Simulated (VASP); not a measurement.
# Ti (P6/mmm) in VASP: further runs, part 2 of 3

VASP 6.6.1.

## (3) Single point, r2SCAN (biaxial strain in the a-b plane: +3.0 %, then relaxed in part)

The input, POSCAR:

```
Ti
1.0
    4.7050623555      0.0000000000      0.0000000000
   -2.3525311778      4.0747035263      0.0000000000
    0.0000000000      0.0000000000      2.7959187560
Ti
3
Direct
    0.0000000000      0.0000000000      0.0000000000
    0.3333333333      0.6666666667      0.5000000000
    0.6666666667      0.3333333333      0.5000000000
```

The input, INCAR.step1:

```
SYSTEM = Ti
PREC = Accurate ; ENCUT = 520
ISMEAR = 0 ; SIGMA = 0.1
LREAL = .FALSE. ; LASPH = .TRUE.
NELM = 80 ; NBANDS = 25
GGA = PE ; ALGO = Normal
EDIFF = 1E-4 ; LWAVE = .TRUE.
LCHARG = .FALSE.
```

The input, INCAR.step2:

```
SYSTEM = Ti
PREC = Accurate ; ENCUT = 520
EDIFF = 1E-6 ; ISMEAR = 0
SIGMA = 0.1 ; LREAL = .FALSE.
LASPH = .TRUE. ; NELM = 80
ALGO = Normal ; ISIF = 2
LWAVE = .FALSE. ; LCHARG = .TRUE.
METAGGA = R2SCAN ; LMIXTAU = .TRUE.
LELF = .TRUE. ; LVHAR = .TRUE.
NBANDS = 25 ; ISTART = 1
```

The input, KPOINTS:

```
regular mesh
0
G
  12 12 18
  0 0 0
```

Potentials or basis: VASP PAW PBE potentials, release 64 (Ti_sv).

Run with:

```sh
cat potpaw_PBE.64/Ti_sv/POTCAR > POTCAR
cp INCAR.step1 INCAR
mpirun -np 1 vasp_std > vasp.out
cp INCAR.step2 INCAR
mpirun -np 1 vasp_std > vasp.out
```

OUTCAR:

```text
SYSTEM = Ti
   PREC = Accurate
   ENCUT = 520
   EDIFF = 1E-6
   ISMEAR = 0
   LREAL = .FALSE.
   LASPH = .TRUE.
   NELM = 80
   ISIF = 2
   METAGGA = R2SCAN
   ISTART = 1

 ion  position               nearest neighbor table
   1  0.000  0.000  0.000-
   2  0.333  0.667  0.500-   3 2.72   3 2.72   3 2.72
   3  0.667  0.333  0.500-   2 2.72   2 2.72   2 2.72

  LATTYP: Found a hexagonal cell.
 ALAT       =     4.7050623555
 C/A-ratio  =     0.5942362810

  Lattice vectors:

 A1 = (   4.7050623555,   0.0000000000,   0.0000000000)
 A2 = (  -2.3525311778,   4.0747035263,   0.0000000000)
 A3 = (   0.0000000000,   0.0000000000,   2.7959187560)

Analysis of symmetry for initial positions (statically):
=====================================================================
 Subroutine PRICEL returns:
 Original cell was already a primitive cell.

 Routine SETGRP: Setting up the symmetry group for a
 hexagonal supercell.

 Subroutine GETGRP returns: Found 24 space group operations
 (whereof 24 operations were pure point group operations)
 out of a pool of 24 trial point group operations.
[... 162 lines left out ...]
  free energy    TOTEN  =       -38.83767717 eV

  energy without entropy =      -38.82923652  energy(sigma->0) =      -38.83345685

 E-fermi :   7.9207     XC(G=0): -12.2548

 val. band max:        7.9111425172   @ k =   0.3333   0.0833   0.0556
 cond. band min:       7.9497337058   @ k =   0.4167  -0.0000   0.1111
 fundamental gap:      0.0385911886
 Fermi energy:         7.9206906929

 k-point     1 :       0.0000    0.0000    0.0000
  band No.  band energies     occupation
      1     -51.3663      2.00000
      2     -51.1265      2.00000
      3     -51.0030      2.00000
      4     -26.6107      2.00000
      5     -26.6106      2.00000
      6     -26.5004      2.00000
[... 661 lines left out ...]
     24      10.0516      0.00000
     25      10.7940      0.00000

 [... further k-points ...]

------------------------ aborting loop because EDIFF is reached ----------------------------------------

  FORCE on cell =-STRESS in cart. coord.  units (eV):
  Direction    XX          YY          ZZ          XY          YZ          ZX
  --------------------------------------------------------------------------------------
  -------------------------------------------------------------------------------------
  Total       -2.4102986     -2.4102986      0.1333316      0.0000000      0.0000000     -0.0000000
  in kB      -72.0436144    -72.0436144      3.9852685      0.0000000      0.0000000     -0.0000000
  external PRESSURE =     -46.7006534 kB  Pullay stress =       0.0000000 kB

 VOLUME and BASIS-vectors are now :
 -----------------------------------------------------------------------------
  energy-cutoff  :      520.00
  volume of cell :       53.60
      direct lattice vectors                 reciprocal lattice vectors
     4.705062355  0.000000000  0.000000000     0.212537034  0.122708314  0.000000000
    -2.352531178  4.074703526  0.000000000     0.000000000  0.245416628  0.000000000
     0.000000000  0.000000000  2.795918756     0.000000000  0.000000000  0.357664184

 POSITION                                       TOTAL-FORCE (eV/Angst)
 -----------------------------------------------------------------------------------
      0.00000      0.00000      0.00000         0.000000      0.000000     -0.000000
     -0.00000      2.71647      1.39796        -0.000000      0.000000      0.000000
      2.35253      1.35823      1.39796         0.000000      0.000000     -0.000000
 -----------------------------------------------------------------------------------
    total drift:                                0.000000      0.000000     -0.000000

  FREE ENERGIE OF THE ION-ELECTRON SYSTEM (eV)
  ---------------------------------------------------
  free  energy   TOTEN  =       -38.8376771688 eV

  energy  without entropy=      -38.8292365226  energy(sigma->0) =      -38.83345685
```

OUTCAR.step1:

```text
SYSTEM = Ti
   PREC = Accurate
   ENCUT = 520
   ISMEAR = 0
   LREAL = .FALSE.
   LASPH = .TRUE.
   NELM = 80
[... 897 lines left out ...]
      0.00000      0.00000      0.00000        -0.000000      0.000000      0.000000
     -0.00000      2.71647      1.39796         0.000000     -0.000000     -0.000000
      2.35253      1.35823      1.39796        -0.000000      0.000000      0.000000
 -----------------------------------------------------------------------------------
    total drift:                                0.000000      0.000000     -0.000000

  FREE ENERGIE OF THE ION-ELECTRON SYSTEM (eV)
  ---------------------------------------------------
  free  energy   TOTEN  =       -23.4681441739 eV

  energy  without entropy=      -23.4561277857  energy(sigma->0) =      -23.46213598
```

OSZICAR.step1:

```text
N       E                     dE             d eps       ncg     rms          rms(c)
DAV:   1     0.431889105493E+03    0.43189E+03   -0.18751E+04  9500   0.177E+03
DAV:   2     0.220407951448E+02   -0.40985E+03   -0.40315E+03  9582   0.516E+02
DAV:   3    -0.230389253024E+02   -0.45080E+02   -0.44117E+02 17511   0.148E+02
DAV:   4    -0.266495233319E+02   -0.36106E+01   -0.35881E+01 12873   0.371E+01
DAV:   5    -0.268642353674E+02   -0.21471E+00   -0.21464E+00 15006   0.773E+00    0.143E+01
DAV:   6    -0.234620505342E+02    0.34022E+01   -0.12679E+01 11443   0.327E+01    0.349E+00
DAV:   7    -0.235546885731E+02   -0.92638E-01   -0.21084E+00 16002   0.129E+01    0.407E+00
DAV:   8    -0.234523857019E+02    0.10230E+00   -0.10234E+00 14066   0.598E+00    0.237E+00
DAV:   9    -0.234806916970E+02   -0.28306E-01   -0.28658E-01 12365   0.576E+00    0.843E-01
DAV:  10    -0.234676503014E+02    0.13041E-01   -0.75169E-02 12377   0.240E+00    0.127E-01
DAV:  11    -0.234680471554E+02   -0.39685E-03   -0.41283E-03 15183   0.432E-01    0.989E-02
DAV:  12    -0.234681593967E+02   -0.11224E-03   -0.37880E-04 11299   0.131E-01    0.218E-02
DAV:  13    -0.234681441739E+02    0.15223E-04   -0.26908E-05  5644   0.399E-02
   1 F= -.23468144E+02 E0= -.23462136E+02  d E =-.120164E-01
```

Wall time 18 min (1 thread of Oxide Virtual Turin-like, shared host); peak memory 0.29 GiB.

Results:

```yaml
Free_energy: -38.8377 eV
Pressure: -4.7 GPa
Band_gap_on_the_k_mesh: zero (bands 18 and 19 overlap by 0.27 eV)
```

Caveat: the cell differs from its parent crystal (biaxial strain in the a-b plane: +3.0 %, then relaxed in part); the stress differs along the axes, from -7 to 0 GPa; the PAW data sets were made with another functional, which shifts forces and pressure a little.

## (4) Single point, r2SCAN (biaxial strain in the a-b plane: +1.0 %)

The input, POSCAR:

```
Ti
1.0
    4.6137019214      0.0000000000      0.0000000000
   -2.3068509607      3.9955830695      0.0000000000
    0.0000000000      0.0000000000      2.8076155587
Ti
3
Direct
    0.0000000000      0.0000000000      0.0000000000
    0.3333333333      0.6666666667      0.5000000000
    0.6666666667      0.3333333333      0.5000000000
```

The input, INCAR.step1:

```
PREC = Accurate
ENCUT = 520
ISMEAR = 0
SIGMA = 0.1
LREAL = False
LASPH = True
NELM = 100
NBANDS = 25
GGA = PE
ALGO = Normal
EDIFF = 1E-4
LWAVE = True
LCHARG = False
```

The input, INCAR.step2:

```
PREC = Accurate
ENCUT = 520
EDIFF = 1E-6
ISMEAR = 0
SIGMA = 0.1
LREAL = False
LASPH = True
NELM = 100
ALGO = Normal
ISIF = 2
LWAVE = False
LCHARG = False
METAGGA = R2SCAN
LMIXTAU = True
NBANDS = 25
ISTART = 1
```

The input, KPOINTS:

```
regular mesh
0
Gamma
  12 12 18
```

Potentials or basis: VASP PAW PBE potentials, release 64 (Ti_sv).

Run with:

```sh
cat potpaw_PBE.64/Ti_sv/POTCAR > POTCAR
cp INCAR.step1 INCAR
mpirun -np 1 vasp_std > vasp.out
cp INCAR.step2 INCAR
mpirun -np 1 vasp_std > vasp.out
```

OUTCAR:

```text
PREC = Accurate
   ENCUT = 520
   EDIFF = 1E-6
   ISMEAR = 0
   LREAL = False
   LASPH = True
   NELM = 100
   ISIF = 2
   METAGGA = R2SCAN
   ISTART = 1

 ion  position               nearest neighbor table
   1  0.000  0.000  0.000-
   2  0.333  0.667  0.500-   3 2.66   3 2.66   3 2.66
   3  0.667  0.333  0.500-   2 2.66   2 2.66   2 2.66

  LATTYP: Found a hexagonal cell.
 ALAT       =     4.6137019214
 C/A-ratio  =     0.6085385676

  Lattice vectors:

 A1 = (   4.6137019214,   0.0000000000,   0.0000000000)
 A2 = (  -2.3068509607,   3.9955830695,   0.0000000000)
 A3 = (   0.0000000000,   0.0000000000,   2.8076155587)

Analysis of symmetry for initial positions (statically):
=====================================================================
 Subroutine PRICEL returns:
 Original cell was already a primitive cell.

 Routine SETGRP: Setting up the symmetry group for a
 hexagonal supercell.

 Subroutine GETGRP returns: Found 24 space group operations
 (whereof 24 operations were pure point group operations)
 out of a pool of 24 trial point group operations.

The static configuration has the point symmetry D_6h.

Analysis of symmetry for dynamics (positions and initial velocities):
=====================================================================
 Subroutine PRICEL returns:
 Original cell was already a primitive cell.

 Routine SETGRP: Setting up the symmetry group for a
 hexagonal supercell.

 Subroutine GETGRP returns: Found 24 space group operations
 (whereof 24 operations were pure point group operations)
 out of a pool of 24 trial point group operations.

The dynamic configuration has the point symmetry D_6h.

 Subroutine INISYM returns: Found 24 space group operations
 (whereof 24 operations are pure point group operations),
 and found     1 'primitive' translations

----------------------------------------------------------------------------------------

                                     Primitive cell

  volume of cell :      51.7568

  direct lattice vectors                    reciprocal lattice vectors
     4.613701921  0.000000000  0.000000000     0.216745689  0.125138182  0.000000000
    -2.306850961  3.995583069  0.000000000     0.000000000  0.250276363  0.000000000
     0.000000000  0.000000000  2.807615559     0.000000000  0.000000000  0.356174120

  length of vectors
     4.613701921  4.613701921  2.807615559     0.250276363  0.250276363  0.356174120

  position of ions in fractional coordinates (direct lattice)
     0.000000000  0.000000000  0.000000000
     0.333333333  0.666666667  0.500000000
     0.666666667  0.333333333  0.500000000

  ion indices of the primitive-cell ions
   primitive index   ion index
                 1           1
                 2           2
                 3           3

----------------------------------------------------------------------------------------

 KPOINTS: regular mesh

Automatic generation of k-mesh.
 Grid dimensions read from file:
 generate k-points for:   12   12   18

 Generating k-lattice:

  Cartesian coordinates                     Fractional coordinates (reciprocal lattice)
     0.018062141  0.010428182  0.000000000     0.083333333  0.000000000  0.000000000
     0.000000000  0.020856364  0.000000000     0.000000000  0.083333333  0.000000000
     0.000000000  0.000000000  0.019787451     0.000000000  0.000000000  0.055555556

  Length of vectors
     0.020856364  0.020856364  0.019787451

  Shift w.r.t. Gamma in fractional coordinates (k-lattice)
     0.000000000  0.000000000  0.000000000

 Subroutine IBZKPT returns following result:
 ===========================================

 Found    190 irreducible k-points:

 Following reciprocal coordinates:
            Coordinates               Weight
  0.000000  0.000000  0.000000      1.000000
  0.083333 -0.000000  0.000000      6.000000
  0.166667 -0.000000  0.000000      6.000000
  0.250000 -0.000000  0.000000      6.000000
  0.333333 -0.000000  0.000000      6.000000
  0.416667 -0.000000  0.000000      6.000000
[... 16 lines left out ...]
  0.250000 -0.000000  0.055556     12.000000
  0.333333 -0.000000  0.055556     12.000000
 [... further k-points ...]
   k-points           NKPTS =    190   k-points in BZ     NKDIM =    190   number of bands    NBANDS=     25
   number of dos      NEDOS =    301   number of ions     NIONS =      3
   total plane-waves  NPLWV =  31104
   dimension x,y,z NGX =    36 NGY =   36 NGZ =   24
   dimension x,y,z NGXF=    72 NGYF=   72 NGZF=   48
   ions per type =               3
   NGX,Y,Z   is equivalent  to a cutoff of  12.97, 12.97, 14.21 a.u.
   NGXF,Y,Z  is equivalent  to a cutoff of  25.94, 25.94, 28.42 a.u.
 SYSTEM =  unknown system
   PREC   = accura    normal or accurate (medium, high low for compatibility)
   ISTART =      1    job   : 0-new  1-cont  2-samecut
   ICHARG =      0    charge: 1-file 2-atom 10-const
   ISPIN  =      1    spin polarized calculation?
   LNONCOLLINEAR =      F non collinear calculations
   LSORBIT =      F    spin-orbit coupling
   LASPH  =      T    aspherical Exc in radial PAW
   ENCUT  =  520.0 eV  38.22 Ry    6.18 a.u.   8.58  8.58  5.22*2*pi/ulx,y,z
   NELM   =    100;   NELMIN=  2; NELMDL=  0     # of ELM steps
   EDIFF  = 0.1E-05   stopping-criterion for ELM
   LREAL  =      F    real-space projection
   EDIFFG = 0.1E-04   stopping-criterion for IOM
   NSW    =      0    number of steps for IOM
   IBRION =     -1    ionic relax: 0-MD 1-quasi-New 2-CG
   NFREE  =      0    steps in history (QN), initial steepest desc. (CG)
   ISIF   =      2    stress and relaxation
   ISYM   =      2    0-nonsym 1-usesym 2-fastsym
   POTIM  = 0.5000    time-step for ionic-motion
   TEBEG  =    0.0;   TEEND  =   0.0 temperature during run
   PSTRESS=    0.0 pullay stress
   NELECT =      36.0000    total number of electrons
   NUPDOWN=      -1.0000    fix difference up-down
   EMIN   =  10.00;   EMAX   =-10.00  energy-range for DOS
   EFERMI =   0.00;   METHOD = LEGACY
   ISMEAR =     0;   SIGMA  =   0.10  broadening in eV -4-tet -1-fermi 0-gaus
   EFERMI_NEDOS =   21; number of points for ismear=-14 and -15
   IALGO  =     38    algorithm
   IMIX   =      4    mixing-type and parameters
     AMIX     =   0.40;   BMIX     =  1.00
     AMIX_MAG =   1.60;   BMIX_MAG =  1.00
  volume/ion in A,a.u.               =      17.25       116.42
  Fermi-wavevector in a.u.,A,eV,Ry     =   1.450507  2.741061 28.626265  2.103971
  Thomas-Fermi vector in A             =   2.568111
   LORBIT       =      0    0 simple, 1 ext, 2 COOP (PROOUT), +10 PAW based schemes
   METAGGA = R2SCAN    functional components
   LHFCALC =     F    Hartree Fock is set to
   AEXX    =    0.0000 exact exchange contribution
   IVDW    =     0    specifies the selected vdW correction
   LEPSILON=     F    determine dielectric tensor
   LRPA    =     F    only Hartree local field effects (RPA)
 non-spin polarized calculation
 Gauss-broadening in eV      SIGMA  =   0.10
  energy-cutoff  :      520.00
  volume of cell :       51.76
 maximum number of plane-waves:      1426
 NGX is ok and might be reduce to    36
   NGX = 17   NGY = 17   NGZ = 11

 number of electron      35.9999981 magnetization

 Free energy of the ion-electron system (eV)
  ---------------------------------------------------
  ext. energy  EPLUGINS =         0.00000000
  ---------------------------------------------------
  free energy    TOTEN  =       -38.89833518 eV

  energy without entropy =      -38.88826051  energy(sigma->0) =      -38.89329784

 E-fermi :   8.3367     XC(G=0): -12.4341

 val. band max:        8.3291197853   @ k =   0.3333   0.3333   0.2778
 cond. band min:       8.3417951963   @ k =   0.4167   0.1667   0.3333
 fundamental gap:      0.0126754110
 Fermi energy:         8.3366573496

 k-point     1 :       0.0000    0.0000    0.0000
  band No.  band energies     occupation
      1     -50.9243      2.00000
      2     -50.6785      2.00000
      3     -50.5271      2.00000
      4     -26.1846      2.00000
      5     -26.1845      2.00000
      6     -26.0985      2.00000
[... 17 lines left out ...]
     24      10.3740      0.00000
     25      10.5133      0.00000
[... 621 lines left out ...]
      3     -50.5607      2.00000
      4     -26.3253      2.00000
      5     -26.2090      2.00000
      6     -25.9450      2.00000
[... 17 lines left out ...]
     24      10.5471      0.00000
     25      11.1996      0.00000

 [... further k-points ...]

------------------------ aborting loop because EDIFF is reached ----------------------------------------

  FORCE on cell =-STRESS in cart. coord.  units (eV):
  Direction    XX          YY          ZZ          XY          YZ          ZX
  --------------------------------------------------------------------------------------
  -------------------------------------------------------------------------------------
  Total       -0.6815852     -0.6815852      0.3227212      0.0000000      0.0000000      0.0000000
  in kB      -21.0990752    -21.0990752      9.9901221      0.0000000      0.0000000      0.0000000
  external PRESSURE =     -10.7360094 kB  Pullay stress =       0.0000000 kB

 VOLUME and BASIS-vectors are now :
 -----------------------------------------------------------------------------
  energy-cutoff  :      520.00
  volume of cell :       51.76
      direct lattice vectors                 reciprocal lattice vectors
     4.613701921  0.000000000  0.000000000     0.216745689  0.125138182  0.000000000
    -2.306850961  3.995583069  0.000000000     0.000000000  0.250276363  0.000000000
     0.000000000  0.000000000  2.807615559     0.000000000  0.000000000  0.356174120

 POSITION                                       TOTAL-FORCE (eV/Angst)
 -----------------------------------------------------------------------------------
      0.00000      0.00000      0.00000         0.000000      0.000000     -0.000000
     -0.00000      2.66372      1.40381         0.000000      0.000000      0.000000
      2.30685      1.33186      1.40381        -0.000000      0.000000     -0.000000
 -----------------------------------------------------------------------------------
    total drift:                                0.000000      0.000000     -0.000000

  FREE ENERGIE OF THE ION-ELECTRON SYSTEM (eV)
  ---------------------------------------------------
  free  energy   TOTEN  =       -38.8983351762 eV

  energy  without entropy=      -38.8882605097  energy(sigma->0) =      -38.89329784
```

It took 19 min on 1 thread of Oxide Virtual Turin-like, shared host; peak memory 0.28 GiB.

Results:

```yaml
Free_energy: -38.8983 eV
Pressure: -1.1 GPa
Band_gap_on_the_k_mesh: zero (bands 18 and 19 overlap by 0.22 eV)
```

Stress tensor (GPa, compression positive):
```
-2.11  0.00  0.00
 0.00 -2.11  0.00
 0.00  0.00  1.00
```

Levels at points of the mesh, in eV from the Fermi level:
| k point | band 14 | band 15 | band 16 | band 17 | band 18 | band 19 | band 20 | band 21 | band 22 | band 23 |
| --- | --- | --- | --- | --- | --- | --- | --- | --- | --- | --- |
| (0.00, 0.00, 0.00) | -1.96 | -0.80 | -0.80 | -0.78 | -0.78 | -0.06 | 0.73 | 1.42 | 1.42 | 2.04 |
| (0.50, 0.00, 0.00) | -3.87 | -2.72 | -0.39 | -0.36 | -0.36 | 0.07 | 0.56 | 0.83 | 1.29 | 2.14 |
| (0.00, 0.00, 0.50) | -2.14 | -2.14 | -1.88 | -1.73 | -1.73 | 1.08 | 1.08 | 1.41 | 1.41 | 3.14 |
| (0.50, 0.00, 0.50) | -2.21 | -1.79 | -1.24 | -0.81 | -0.65 | 0.46 | 0.93 | 0.95 | 1.16 | 2.36 |

Caveat: the cell differs from its parent crystal (biaxial strain in the a-b plane: +1.0 %); the PAW data sets were made with another functional, which shifts forces and pressure a little.

(Part 2 of 3 ends here.)

The gap in the log of VASP goes by the Fermi energy; the results here count the filled bands.